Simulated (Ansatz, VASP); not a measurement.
## GaN in VASP and in Ansatz

Contents of POSCAR:

```
GaN
1.0
    3.3327105629      0.0000000000      0.0000000000
   -1.6663552814      2.8862120109      0.0000000000
    0.0000000000      0.0000000000      4.8029656062
Ga N
2 2
Direct
    0.3333333333      0.6666666667      0.2500000000
    0.6666666667      0.3333333333      0.7500000000
    0.6666666667      0.3333333333      0.2500000000
    0.3333333333      0.6666666667      0.7500000000
```

The input INCAR.step1:

```
PREC     = Accurate       # precision mode
ENCUT    = 520            # plane-wave cutoff, eV
ISMEAR   = 0              # smearing method
SIGMA    = 0.01           # smearing width, eV
LREAL    = False          # projectors in reciprocal space
LASPH    = True           # aspherical terms in the spheres
NELM     = 80             # most SCF steps
NBANDS   = 26             # bands
GGA      = PE             # functional
ALGO     = Normal         # electronic algorithm
EDIFF    = 1E-4           # SCF threshold, eV
LWAVE    = True           # write WAVECAR
LCHARG   = False          # write CHGCAR
```

Contents of INCAR.step2:

```
PREC     = Accurate       # precision mode
ENCUT    = 520            # plane-wave cutoff, eV
EDIFF    = 1E-6           # SCF threshold, eV
ISMEAR   = 0              # smearing method
SIGMA    = 0.01           # smearing width, eV
LREAL    = False          # projectors in reciprocal space
LASPH    = True           # aspherical terms in the spheres
NELM     = 80             # most SCF steps
ALGO     = Normal         # electronic algorithm
ISIF     = 2              # what is computed and relaxed
LWAVE    = False          # write WAVECAR
LCHARG   = False          # write CHGCAR
METAGGA  = R2SCAN         # meta-GGA
LMIXTAU  = True         
NBANDS   = 26             # bands
ISTART   = 1
```

The input KPOINTS:

```
Automatic mesh
0
Gamma
  9 9 4
```

Input for Ansatz:

```yaml
crystal:
  lattice:
    - [3.3327105629, 0.0, 0.0]
    - [-1.6663552814, 2.8862120109, 0.0]
    - [0.0, 0.0, 4.8029656062]
  atoms:
    - { symbol: Ga, position: [0.3333333333, 0.6666666667, 0.25] }
    - { symbol: Ga, position: [0.6666666667, 0.3333333333, 0.75] }
    - { symbol: "N", position: [0.6666666667, 0.3333333333, 0.25] }
    - { symbol: "N", position: [0.3333333333, 0.6666666667, 0.75] }
kpoints:
  mp_grid: { grid: [9, 9, 4] }
hamiltonian:
  xc: r2scan
scf:
  occupations: { method: fixed }
  n_extra_bands: 5
output:
  forces: true
  stress: true
  eigenvalues: true
```

Alike in both runs: task single point; functional r2SCAN; k mesh 9 × 9 × 4; no spin polarisation.

|  | VASP | Ansatz |
| --- | --- | --- |
| version | VASP 6.6.1 | Ansatz 0.2.0 |
| potentials or method | VASP PAW PBE potentials, release 64 (Ga_d, N) | plane waves, PAW |
| plane-wave cutoff (eV) | 520 | 500 |
| occupations | gaussian, width 0.01 eV | fixed |
| valence electrons in the cell | 36 | 36 |

Ansatz gave:

| Item | Value |
| --- | --- |
| gap on the k mesh at the Fermi level (eV) | 1.61 |
| pressure (GPa) | -5.6 |
| traceless stress, the component that is largest in VASP (GPa) | 2.16 |

**Question.** Estimate VASP's values.

**Answer.** gap on the k mesh at the Fermi level (eV): 1.62; pressure (GPa): -4.7; traceless stress, the component that is largest in VASP (GPa): 1.27.

VASP's potentials were made for PBE, not for r2SCAN.
